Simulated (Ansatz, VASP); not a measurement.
## TiC in VASP and in Ansatz

```
Ti C
1.0
     0.00000    2.16400    2.16400
     2.16400    0.00000    2.16400
     2.16400    2.16400    0.00000
Ti C
1 1
Direct
  0.00000 0.00000 0.00000
  0.47689 0.47689 0.49043
```

Alike in both runs: task single point; functional PBEsol; k mesh 18 × 18 × 18; occupations gaussian, width 0.15 eV; no spin polarisation.

|  | VASP | Ansatz |
| --- | --- | --- |
| version | VASP 6.6.1 | Ansatz 0.2.0 |
| potentials or method | VASP PAW PBE potentials, release 64 (Ti_sv, C), cutoff 520 eV | scalar-relativistic, plane waves, PAW |
| valence electrons in the cell | 16 | 16 |

|  | VASP | Ansatz | Ansatz less VASP |
| --- | --- | --- | --- |
| gap on the k mesh at the Fermi level (eV) | none | none | - |
| pressure (GPa) | -3.5 | -3.8 | -0.27 |
| traceless stress, the component that is largest in VASP (GPa) | -1.32 | -1.32 | +0.004 |
| rms of the force components (eV/Å) | 0.693 | 0.692 | -0.0015 |

VASP's potentials were made for PBE, not for PBEsol. Atom by atom the forces differ by 0.002 eV/Å (rms over components). A gap of «none» marks a metal or a gap that the smearing closes. With one functional, cell and mesh, what is left measures potentials, basis and numerics.
